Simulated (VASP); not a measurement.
# BaTe (Fm-3m) in VASP: settings compared

BaTe is run at these levels: HSE06, PBE-based screened hybrid with 5 % exact exchange; tasks: single point.

All numbers are computed with VASP 6.6.1; they aren't measurements. Logs are shortened: lines on timing, memory, paths and dates and some standing lists are left out, and cuts for length are marked.

**1. The cell of the first run**

The structure is cubic, space group Fm-3m (No. 225). Conventional cell: a = 6.820 Å, b = 6.820 Å, c = 6.820 Å, α = 90.00°, β = 90.00°, γ = 90.00°. Within 4.5 Å of Ba (site symmetry m-3m) lie 6 Te at 3.41 Å. Te (site symmetry m-3m) has 6 Ba at 3.41 Å within 4.5 Å.

**2. Single point, HSE06**

POSCAR reads:

```
BaTe
1.0
    0.0000000000      3.4100000000      3.4100000000
    3.4100000000      0.0000000000      3.4100000000
    3.4100000000      3.4100000000      0.0000000000
Ba Te
1 1
Direct
    0.0000000000      0.0000000000      0.0000000000
    0.5000000000      0.5000000000      0.5000000000
```

INCAR.step1 reads:

```
PREC     = Accurate       # precision mode
ENCUT    = 520            # plane-wave cutoff, eV
EDIFF    = 1E-5           # SCF threshold, eV
ISMEAR   = -1             # smearing method
SIGMA    = 0.05           # smearing width, eV
LREAL    = False          # projectors in reciprocal space
LASPH    = True           # aspherical terms in the spheres
NELM     = 100            # most SCF steps
ALGO     = Normal         # electronic algorithm
ISIF     = 2              # what is computed and relaxed
LWAVE    = True           # write WAVECAR
LCHARG   = False          # write CHGCAR
GGA      = PE             # functional
NBANDS   = 15             # bands
```

INCAR.step2 reads:

```
PREC     = Accurate       # precision mode
ENCUT    = 520            # plane-wave cutoff, eV
EDIFF    = 1E-7           # SCF threshold, eV
ISMEAR   = -1             # smearing method
SIGMA    = 0.05           # smearing width, eV
LREAL    = False          # projectors in reciprocal space
LASPH    = True           # aspherical terms in the spheres
NELM     = 100            # most SCF steps
ALGO     = Normal         # electronic algorithm
ISIF     = 2              # what is computed and relaxed
LWAVE    = False          # write WAVECAR
LCHARG   = False          # write CHGCAR
GGA      = PE             # functional
LHFCALC  = True           # exact exchange
HFSCREEN = 0.2079         # screening, 1/A
PRECFOCK = Normal       
ISTART   = 1            
NBANDS   = 15             # bands
```

KPOINTS reads:

```
regular mesh
0
Gamma
  4 4 4
```

Potentials or basis: VASP PAW PBE potentials, release 64 (Ba_sv, Te).

Run with:

```
$ cat potpaw_PBE.64/Ba_sv/POTCAR potpaw_PBE.64/Te/POTCAR > POTCAR
$ cp INCAR.step1 INCAR
$ mpirun -np 1 vasp_std > vasp.out
$ cp INCAR.step2 INCAR
$ mpirun -np 1 vasp_std > vasp.out
```

OUTCAR:

```text
PREC = Accurate
   ENCUT = 520
   EDIFF = 1E-7
   ISMEAR = -1
   LREAL = False
   LASPH = True
   NELM = 100
   ISIF = 2
   GGA = PE
   LHFCALC = True
   HFSCREEN = 0.2079
   PRECFOCK = Normal
   ISTART = 1

 ion  position               nearest neighbor table
   1  0.000  0.000  0.000-   2 3.41   2 3.41   2 3.41   2 3.41   2 3.41   2 3.41
   2  0.500  0.500  0.500-   1 3.41   1 3.41   1 3.41   1 3.41   1 3.41   1 3.41

  LATTYP: Found a face centered cubic cell.
 ALAT       =     6.8200000000

  Lattice vectors:

 A1 = (   0.0000000000,   3.4100000000,   3.4100000000)
 A2 = (   3.4100000000,   0.0000000000,   3.4100000000)
 A3 = (   3.4100000000,   3.4100000000,   0.0000000000)

Analysis of symmetry for initial positions (statically):
=====================================================================
 Subroutine PRICEL returns:
 Original cell was already a primitive cell.

 Routine SETGRP: Setting up the symmetry group for a
 face centered cubic supercell.

 Subroutine GETGRP returns: Found 48 space group operations
 (whereof 48 operations were pure point group operations)
 out of a pool of 48 trial point group operations.

The static configuration has the point symmetry O_h .

Analysis of symmetry for dynamics (positions and initial velocities):
=====================================================================
 Subroutine PRICEL returns:
 Original cell was already a primitive cell.

 Routine SETGRP: Setting up the symmetry group for a
 face centered cubic supercell.

 Subroutine GETGRP returns: Found 48 space group operations
 (whereof 48 operations were pure point group operations)
 out of a pool of 48 trial point group operations.

The dynamic configuration has the point symmetry O_h .

 Subroutine INISYM returns: Found 48 space group operations
 (whereof 48 operations are pure point group operations),
 and found     1 'primitive' translations

----------------------------------------------------------------------------------------

                                     Primitive cell

  volume of cell :      79.3036

  direct lattice vectors                    reciprocal lattice vectors
     0.000000000  3.410000000  3.410000000    -0.146627566  0.146627566  0.146627566
     3.410000000  0.000000000  3.410000000     0.146627566 -0.146627566  0.146627566
     3.410000000  3.410000000  0.000000000     0.146627566  0.146627566 -0.146627566

  length of vectors
     4.822468248  4.822468248  4.822468248     0.253966394  0.253966394  0.253966394

  position of ions in fractional coordinates (direct lattice)
     0.000000000  0.000000000  0.000000000
     0.500000000  0.500000000  0.500000000

  ion indices of the primitive-cell ions
   primitive index   ion index
                 1           1
                 2           2

----------------------------------------------------------------------------------------

 KPOINTS: regular mesh

Automatic generation of k-mesh.
 Grid dimensions read from file:
 generate k-points for:    4    4    4

 Generating k-lattice:

  Cartesian coordinates                     Fractional coordinates (reciprocal lattice)
    -0.036656891  0.036656891  0.036656891     0.250000000  0.000000000  0.000000000
     0.036656891 -0.036656891  0.036656891     0.000000000  0.250000000  0.000000000
     0.036656891  0.036656891 -0.036656891     0.000000000  0.000000000  0.250000000

  Length of vectors
     0.063491599  0.063491599  0.063491599

  Shift w.r.t. Gamma in fractional coordinates (k-lattice)
     0.000000000  0.000000000  0.000000000

 Subroutine IBZKPT returns following result:
 ===========================================

 Found      8 irreducible k-points:

 Following reciprocal coordinates:
            Coordinates               Weight
  0.000000  0.000000  0.000000      1.000000
  0.250000  0.000000  0.000000      8.000000
  0.500000  0.000000  0.000000      4.000000
  0.250000  0.250000  0.000000      6.000000
  0.500000  0.250000  0.000000     24.000000
 -0.250000  0.250000  0.000000     12.000000
  0.500000  0.500000  0.000000      3.000000
 -0.250000  0.500000  0.250000      6.000000
   k-points           NKPTS =      8   k-points in BZ     NKDIM =     64   number of bands    NBANDS=     15
   number of dos      NEDOS =    301   number of ions     NIONS =      2
   total plane-waves  NPLWV =  46656
   dimension x,y,z NGX =    36 NGY =   36 NGZ =   36
   dimension x,y,z NGXF=    72 NGYF=   72 NGZF=   72
   ions per type =               1   1
   NGX,Y,Z   is equivalent  to a cutoff of  12.41, 12.41, 12.41 a.u.
   NGXF,Y,Z  is equivalent  to a cutoff of  24.82, 24.82, 24.82 a.u.
 SYSTEM =  unknown system
   PREC   = accura    normal or accurate (medium, high low for compatibility)
   ISTART =      1    job   : 0-new  1-cont  2-samecut
   ICHARG =      0    charge: 1-file 2-atom 10-const
   ISPIN  =      1    spin polarized calculation?
   LNONCOLLINEAR =      F non collinear calculations
   LSORBIT =      F    spin-orbit coupling
   LASPH  =      T    aspherical Exc in radial PAW
   ENCUT  =  520.0 eV  38.22 Ry    6.18 a.u.   8.97  8.97  8.97*2*pi/ulx,y,z
   NELM   =    100;   NELMIN=  2; NELMDL=  0     # of ELM steps
   EDIFF  = 0.1E-06   stopping-criterion for ELM
   LREAL  =      F    real-space projection
   EDIFFG = 0.1E-05   stopping-criterion for IOM
   NSW    =      0    number of steps for IOM
   IBRION =     -1    ionic relax: 0-MD 1-quasi-New 2-CG
   NFREE  =      0    steps in history (QN), initial steepest desc. (CG)
   ISIF   =      2    stress and relaxation
   ISYM   =      3    0-nonsym 1-usesym 2-fastsym
   POTIM  = 0.5000    time-step for ionic-motion
   TEBEG  =    0.0;   TEEND  =   0.0 temperature during run
   PSTRESS=    0.0 pullay stress
   NELECT =      16.0000    total number of electrons
   NUPDOWN=      -1.0000    fix difference up-down
   EMIN   =  10.00;   EMAX   =-10.00  energy-range for DOS
   EFERMI =   0.00;   METHOD = LEGACY
   ISMEAR =    -1;   SIGMA  =   0.05  broadening in eV -4-tet -1-fermi 0-gaus
   EFERMI_NEDOS =   21; number of points for ismear=-14 and -15
   IALGO  =     38    algorithm
   IMIX   =      1    mixing-type and parameters
     AMIX     =   0.40;   BMIX     =  1.00
     AMIX_MAG =   1.60;   BMIX_MAG =  1.00
  volume/ion in A,a.u.               =      39.65       267.58
  Fermi-wavevector in a.u.,A,eV,Ry     =   0.960175  1.814468 12.543704  0.921936
  Thomas-Fermi vector in A             =   2.089436
   LORBIT       =      0    0 simple, 1 ext, 2 COOP (PROOUT), +10 PAW based schemes
   GGA     = PE    functional components
   LHFCALC =     T    Hartree Fock is set to
   PRECFOCK=normal    Normal, Fast or Accurate (Low or Medium for compatibility)
   ENCUT4O =  -1.0   cutoff for four orbital integrals eV
   NKREDX  =     1    reduce k-point grid by
   NKREDY  =     1    reduce k-point grid by
   NKREDZ  =     1    reduce k-point grid by
   AEXX    =    0.2500 exact exchange contribution
   HFSCREEN=    0.2079 screening length (either q_TF or 0.3 A-1)
   HFSCREENC=   0.2079 screening length for correlation (either q_TF or 0.3 A-1)
   ENCUTFOCK=  -1.0 apply spherical cutoff to Coloumb kernel
   IVDW    =     0    specifies the selected vdW correction
   LEPSILON=     F    determine dielectric tensor
   LRPA    =     F    only Hartree local field effects (RPA)
 non-spin polarized calculation
  energy-cutoff  :      520.00
  volume of cell :       79.30
 maximum number of plane-waves:      2148
  NGX = 28; NGY = 28; NGZ = 28

 number of electron      16.0000000 magnetization

 Free energy of the ion-electron system (eV)
  ---------------------------------------------------
  ext. energy  EPLUGINS =         0.00000000
  ---------------------------------------------------
  free energy    TOTEN  =        -9.70029619 eV

  energy without entropy =       -9.70029618  energy(sigma->0) =       -9.70029618

 E-fermi :   3.2846     XC(G=0):  -7.1653

 val. band max:        2.2823373637   @ k =   0.0000   0.0000   0.0000
 cond. band min:       4.3170359934   @ k =   0.5000   0.5000   0.0000
 fundamental gap:      2.0346986296
 Fermi energy:         3.2845893029

 k-point     1 :       0.0000    0.0000    0.0000
  band No.  band energies     occupation
      1     -26.4519      2.00000
      2     -10.5687      2.00000
      3     -10.5687      2.00000
      4     -10.5687      2.00000
      5      -8.3134      2.00000
      6       2.2823      2.00000
      7       2.2823      2.00000
      8       2.2823      2.00000
      9       5.9863      0.00000
     10       5.9863      0.00000
     11       5.9863      0.00000
     12       6.2672      0.00000
     13       6.6967      0.00000
     14       6.6967      0.00000
     15      10.1348      0.00000

 k-point     2 :       0.2500    0.0000    0.0000
  band No.  band energies     occupation
      1     -26.4402      2.00000
      2     -10.9712      2.00000
      3     -10.5732      2.00000
      4     -10.5732      2.00000
      5      -7.7037      2.00000
      6       0.7016      2.00000
      7       1.4679      2.00000
      8       1.4679      2.00000
      9       6.2023      0.00000
     10       6.8269      0.00000
     11       6.8269      0.00000
     12       8.3587      0.00000
     13       8.5176      0.00000
     14       8.5176      0.00000
     15      11.8659      0.00000
[... 77 lines left out ...]
      3     -10.6972      2.00000
      4     -10.6972      2.00000
      5      -8.0422      2.00000
      6       0.9963      2.00000
      7       1.8553      2.00000
      8       1.8553      2.00000
      9       4.3170      0.00000
     10       7.7704      0.00000
     11       8.1535      0.00000
     12       9.2702      0.00000
     13       9.4059      0.00000
     14       9.4059      0.00000
     15      11.4649      0.00000

 k-point     8 :      -0.2500    0.5000    0.2500
  band No.  band energies     occupation
      1     -26.4208      2.00000
      2     -10.8324      2.00000
      3     -10.7951      2.00000
      4     -10.7951      2.00000
      5      -7.6932      2.00000
      6       0.7453      2.00000
      7       1.2069      2.00000
      8       1.2069      2.00000
      9       6.6559      0.00000
     10       6.6559      0.00000
     11       8.2646      0.00000
     12       8.7214      0.00000
     13       9.4243      0.00000
     14      11.9629      0.00000
     15      12.2628      0.00000

------------------------ aborting loop because EDIFF is reached ----------------------------------------

  FORCE on cell =-STRESS in cart. coord.  units (eV):
  Direction    XX          YY          ZZ          XY          YZ          ZX
  --------------------------------------------------------------------------------------
  -------------------------------------------------------------------------------------
  Total        1.9838541      1.9838541      1.9838541     -0.0000000     -0.0000000      0.0000000
  in kB       40.0799514     40.0799514     40.0799514     -0.0000000     -0.0000000      0.0000000
  external PRESSURE =      40.0799514 kB  Pullay stress =       0.0000000 kB

 VOLUME and BASIS-vectors are now :
 -----------------------------------------------------------------------------
  energy-cutoff  :      520.00
  volume of cell :       79.30
      direct lattice vectors                 reciprocal lattice vectors
     0.000000000  3.410000000  3.410000000    -0.146627566  0.146627566  0.146627566
     3.410000000  0.000000000  3.410000000     0.146627566 -0.146627566  0.146627566
     3.410000000  3.410000000  0.000000000     0.146627566  0.146627566 -0.146627566

 POSITION                                       TOTAL-FORCE (eV/Angst)
 -----------------------------------------------------------------------------------
      0.00000      0.00000      0.00000        -0.000000      0.000000     -0.000000
      3.41000      3.41000      3.41000         0.000000     -0.000000      0.000000
 -----------------------------------------------------------------------------------
    total drift:                                0.000000      0.000001      0.000001

  FREE ENERGIE OF THE ION-ELECTRON SYSTEM (eV)
  ---------------------------------------------------
  free  energy   TOTEN  =        -9.7002961851 eV

  energy  without entropy=       -9.7002961848  energy(sigma->0) =       -9.70029618
```

It took 21 min on 1 thread of Intel Xeon Platinum 8375C at 2.90GHz (Ice Lake), shared host; peak memory 0.32 GiB.

What came out:

```yaml
Free_energy: -9.7003 eV
Pressure: 4.0 GPa
Band_gap_on_the_k_mesh: 2.03 eV (least direct gap 2.46 eV)
```

Levels at points of the mesh, in eV from the valence-band top:
```tsv
k point	band 4	band 5	band 6	band 7	band 8	band 9	band 10	band 11	band 12	band 13
(0.00, 0.00, 0.00)	-12.85	-10.60	0.00	0.00	0.00	3.70	3.70	3.70	3.98	4.41
(0.50, 0.00, 0.00)	-12.86	-9.45	-2.66	-1.38	-1.38	5.03	5.95	6.10	6.10	8.04
(0.50, 0.50, 0.00)	-12.98	-10.32	-1.29	-0.43	-0.43	2.03	5.49	5.87	6.99	7.12
```

Caveat: the cell stands under pressure; the PAW data sets were made with another functional, which shifts forces and pressure a little; spin-orbit coupling is left out, which moves the levels of the heavy elements. A k mesh can miss the band edges.

**3. Single point, HSE06**

This run uses another cell than the first one, of 40.44 Å³/atom.

POSCAR reads:

```
BaTe
1.0
    0.0000000000      3.4325834396      3.4325834396
    3.4325834396      0.0000000000      3.4325834396
    3.4325834396      3.4325834396      0.0000000000
Ba Te
1 1
Direct
    0.0000000000      0.0000000000      0.0000000000
    0.5000000000      0.5000000000      0.5000000000
```

INCAR.step1 reads:

```
PREC = Accurate ; ENCUT = 520
EDIFF = 1E-5 ; ISMEAR = -1
SIGMA = 0.05 ; LREAL = False
LASPH = True ; NELM = 100
ALGO = Normal ; ISIF = 2
LWAVE = True ; NBANDS = 15
GGA = PE
```

INCAR.step2 reads:

```
PREC = Accurate ; ENCUT = 520
EDIFF = 1E-6 ; ISMEAR = -1
SIGMA = 0.05 ; LREAL = False
LASPH = True ; NELM = 100
ALGO = Normal ; ISIF = 2
LWAVE = False ; LCHARG = True
GGA = PE ; LHFCALC = True
HFSCREEN = 0.2079 ; PRECFOCK = Normal
LELF = True ; LVHAR = True
NBANDS = 15 ; ISTART = 1
```

KPOINTS is that of step 2.

Potentials or basis: VASP PAW PBE potentials, release 64 (Ba_sv, Te).

Run with:

```
$ cat potpaw_PBE.64/Ba_sv/POTCAR potpaw_PBE.64/Te/POTCAR > POTCAR
$ cp INCAR.step1 INCAR
$ mpirun -np 1 vasp_std > vasp.out
$ cp INCAR.step2 INCAR
$ mpirun -np 1 vasp_std > vasp.out
```

Run time: 10 min. Hardware: 1 thread of Intel Xeon Platinum 8375C at 2.90GHz (Ice Lake), shared host; peak memory 0.32 GiB.

The run converged. Its results:

- Free energy: -9.7355 eV
- Pressure: 3.1 GPa
- Band gap on the k mesh: 2.09 eV (least direct gap 2.52 eV)

Levels at points of the mesh, in eV from the valence-band top:
```csv
k point,band 4,band 5,band 6,band 7,band 8,band 9,band 10,band 11,band 12,band 13
"(0.00, 0.00, 0.00)",-12.89,-10.54,0.00,0.00,0.00,3.73,3.73,3.73,3.90,4.41
"(0.50, 0.00, 0.00)",-12.90,-9.47,-2.59,-1.33,-1.33,5.00,5.90,6.06,6.06,7.99
"(0.50, 0.50, 0.00)",-13.01,-10.28,-1.28,-0.43,-0.43,2.09,5.46,5.78,6.89,7.06
```

Caveat: the cell stands under pressure; the PAW data sets were made with another functional, which shifts forces and pressure a little; spin-orbit coupling is left out, which moves the levels of the heavy elements.

**4. Single point, PBE-based screened hybrid with 5 % exact exchange**

POSCAR reads:

```
BaTe
1.0
    0.0000000000      3.4100000000      3.4100000000
    3.4100000000      0.0000000000      3.4100000000
    3.4100000000      3.4100000000      0.0000000000
Ba Te
1 1
Direct
    0.0000000000      0.0000000000      0.0000000000
    0.5000000000      0.5000000000      0.5000000000
```

INCAR.step1 reads:

```
PREC = Accurate
ENCUT = 520
EDIFF = 1E-5
ISMEAR = -1
SIGMA = 0.05
LREAL = False
LASPH = True
NELM = 80
ALGO = Normal
ISIF = 2
LWAVE = True
LCHARG = False
GGA = PE
NBANDS = 15
```

INCAR.step2 reads:

```
PREC = Accurate
ENCUT = 520
EDIFF = 1E-6
ISMEAR = -1
SIGMA = 0.05
LREAL = False
LASPH = True
NELM = 80
ALGO = Normal
ISIF = 2
LWAVE = False
LCHARG = False
GGA = PE
LHFCALC = True
AEXX = 0.05
HFSCREEN = 0.2
PRECFOCK = Normal
ISTART = 1
NBANDS = 15
```

KPOINTS is that of step 3.

Run with:

```
$ cat potpaw_PBE.64/Ba_sv/POTCAR potpaw_PBE.64/Te/POTCAR > POTCAR
$ cp INCAR.step1 INCAR
$ mpirun -np 1 vasp_std > vasp.out
$ cp INCAR.step2 INCAR
$ mpirun -np 1 vasp_std > vasp.out
```

It took 7.2 min on 1 thread of Intel Xeon Platinum 8488C (Sapphire Rapids), shared host; peak memory 0.32 GiB.

Results (log left out):

```
Free energy            : -8.7246 eV
Pressure               : 4.3 GPa
Band gap on the k mesh : 1.46 eV (least direct gap 1.85 eV)
```

Levels at points of the mesh, in eV from the valence-band top:
| k point | band 4 | band 5 | band 6 | band 7 | band 8 | band 9 | band 10 | band 11 | band 12 | band 13 |
| --- | --- | --- | --- | --- | --- | --- | --- | --- | --- | --- |
| (0.00, 0.00, 0.00) | -12.19 | -9.90 | 0.00 | 0.00 | 0.00 | 3.02 | 3.02 | 3.02 | 3.37 | 3.73 |
| (0.50, 0.00, 0.00) | -12.20 | -8.89 | -2.51 | -1.32 | -1.32 | 4.43 | 5.13 | 5.25 | 5.25 | 7.31 |
| (0.50, 0.50, 0.00) | -12.31 | -9.67 | -1.18 | -0.39 | -0.39 | 1.46 | 4.73 | 5.17 | 6.16 | 6.22 |

Caveat: the cell stands under pressure; the PAW data sets were made with another functional, which shifts forces and pressure a little; spin-orbit coupling is left out, which moves the levels of the heavy elements.

**5. Overview**

```tsv
level	cell	share of exact exchange	screening parameter	gap on the mesh (eV)	pressure (GPa)
HSE06	a = 4.822 Å, angles 60.0°, 2 atoms	0.25	0.2079 1/Å	2.03	4.0
HSE06	a = 4.854 Å, angles 60.0°, 2 atoms	0.25	0.2079 1/Å	2.09	3.1
PBE-based screened hybrid with 5 % exact exchange	a = 4.822 Å, angles 60.0°, 2 atoms	0.05	0.2 1/Å	1.46	4.3
```

Alike in all rows: task single point; potentials or basis VASP PAW PBE potentials, release 64 (Ba_sv, Te); no spin polarisation; k mesh 4 × 4 × 4; cutoff (eV) 520; smearing fermi-dirac 0.05 eV.

Caveats: the cell stands under pressure; the PAW data sets were made with another functional, which shifts forces and pressure a little; spin-orbit coupling is left out, which moves the levels of the heavy elements.

Absolute energies hang on the potentials; compare differences alone.
